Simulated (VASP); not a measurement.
Here is a VASP 6.6.1 calculation.

Contents of INCAR:

```
SYSTEM = SnO
PREC = Accurate
ENCUT = 520
EDIFF = 1E-8
ISMEAR = -1
SIGMA = 0.02
LREAL = .FALSE.
LASPH = .TRUE.
NELM = 100
ALGO = Normal
ISIF = 2
LWAVE = .FALSE.
LCHARG = .FALSE.
LEFG = .TRUE.
NBANDS = 28
```

File KPOINTS:

```
Automatic mesh
0
G
  6 6 5
  0 0 0
```

File POSCAR:

```
SnO
1.0
    3.8020000000      0.0380200000      0.0380200000
    0.0380200000      3.8020000000      0.0380200000
    0.0483600000      0.0483600000      4.8360000000
Sn O
2 2
Direct
    0.0000000000      0.5000000000      0.2385000000
    0.5000000000      0.0000000000      0.7615000000
    0.0000000000      0.0000000000      0.0000000000
    0.5000000000      0.5000000000      0.0000000000
```

Potentials or basis: VASP PAW LDA potentials, release 64 (Sn_d, O).

Run with:

```sh
$ cat potpaw_LDA.64/Sn_d/POTCAR potpaw_LDA.64/O/POTCAR > POTCAR
$ mpirun -np 1 vasp_std > vasp.out
```

(1) Predict the band gap on the k mesh.

(2) Predict the largest force.

(3) What does it give for the pressure?

## Answers

(1) 0.08 eV (least direct gap 1.91 eV).

(2) 0.208 eV/Å.

(3) -2.4 GPa.

Caveat: the cell differs from its parent crystal (equal xy, yz and zx shear strains of +2 %); without QUAD_EFG the Cq values of the log hold for a quadrupole moment of 1 mb, not for the nuclei; spin-orbit coupling is left out, which moves the levels of the heavy elements; an odd mesh through Γ misses points on the zone boundary, where band edges can lie.
